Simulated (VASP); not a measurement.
Set up this calculation in VASP 6.6.1, as the native input.

| Quantity | Value |
| --- | --- |
| Task | single point |
| Functional | PBE |
| Dispersion | D3(BJ) |
| Potentials or basis | VASP PAW PBE potentials, release 64 (C) |
| Cutoff | 520 eV |
| k mesh | 15 × 15 × 1 |
| Occupations | gaussian, width 0.1 eV |
| Spin | no spin polarisation |
| Dipole correction | yes |
| Further INCAR settings | ALGO = Normal; EDIFF = 1e-06; NBANDS = 16 |

The structure of C lies in POSCAR:

```
C
1.0
    2.4656524413      0.0000000000      0.0000000000
   -1.2328262206      2.1353176511      0.0000000000
    0.0000000000      0.0000000000     17.5000663888
C
4
Direct
    0.6666666667      0.3333333333      0.2571437785
    0.3333333333      0.6666666667      0.2571418816
    0.6666666667      0.6666666667      0.4462878149
    0.3333333333      1.0000000000      0.4462859181
```

This cell differs from its parent crystal: layers slid over each other.

The input as run:

INCAR

```
  ALGO = Normal
  DIPOL = 0.5 0.5 0.352
  EDIFF = 1E-6
  ENCUT = 520
  GGA = PE
  IDIPOL = 3
  ISIF = 2
  ISMEAR = 0
  IVDW = 12
  LASPH = T
  LCHARG = T
  LDIPOL = T
  LELF = T
  LREAL = F
  LVACPOTAV = T
  LVHAR = T
  LWAVE = F
  NBANDS = 16
  NELM = 80
  PREC = Accurate
  SIGMA = 0.1
```

KPOINTS

```
k-points
0
Gamma
  15 15 1
```

Potentials or basis: VASP PAW PBE potentials, release 64 (C).

Launch:

```sh
$ cat potpaw_PBE.64/C/POTCAR > POTCAR
$ mpirun -np 1 vasp_std > vasp.out
```

It gave:

* Largest force: 0.032 eV/Å
* Dispersion energy per atom: -0.121 eV

Caveat: the cell differs from its parent crystal (layers slid over each other).

It took 60 s on 1 thread of AMD EPYC 9R45 96-Core Processor (Zen 5), with other jobs on the host, peak memory 0.21 GiB.
